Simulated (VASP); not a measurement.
A run of VASP 6.6.1 is set up as follows.

The input INCAR:

```
ALGO     = Normal         # electronic algorithm
EDIFF    = 1E-6           # SCF threshold, eV
ENCUT    = 600            # plane-wave cutoff, eV
GGA      = PS             # functional
GGA_COMPAT= F            
ISIF     = 2              # what is computed and relaxed
ISMEAR   = -1             # smearing method
IVDW     = 12             # dispersion correction
LASPH    = T              # aspherical terms in the spheres
LCHARG   = F              # write CHGCAR
LREAL    = F              # projectors in reciprocal space
LWAVE    = F              # write WAVECAR
NBANDS   = 21             # bands
NELM     = 120            # most SCF steps
PREC     = Accurate       # precision mode
SIGMA    = 0.05           # smearing width, eV
```

Contents of KPOINTS:

```
k-points
0
Gamma
  8 8 8
```

The input POSCAR:

```
PbF2
1.0
    0.0000000000      2.9316812523      2.9316812523
    2.9316812523      0.0000000000      2.9316812523
    2.9316812523      2.9316812523      0.0000000000
Pb F
1 2
Direct
    0.0000000000      0.0000000000      0.0000000000
    0.7500000000      0.7500000000      0.7500000000
    0.2500000000      0.2500000000      0.2500000000
```

Potentials or basis: VASP PAW PBE potentials, release 64 (Pb_d, F).

The run is started by

```sh
$ cat potpaw_PBE.64/Pb_d/POTCAR potpaw_PBE.64/F/POTCAR > POTCAR
$ mpirun -np 1 vasp_std > vasp.out
```

Predict the band gap on the k mesh.

4.29 eV (least direct gap 4.45 eV).

What does it give for the dispersion energy per atom?

-0.146 eV.

What does it give for the pressure?

-0.2 GPa.

Caveat: the PAW data sets were made with another functional, which shifts forces and pressure a little; spin-orbit coupling is left out, which moves the levels of the heavy elements. A k mesh can miss the band edges.
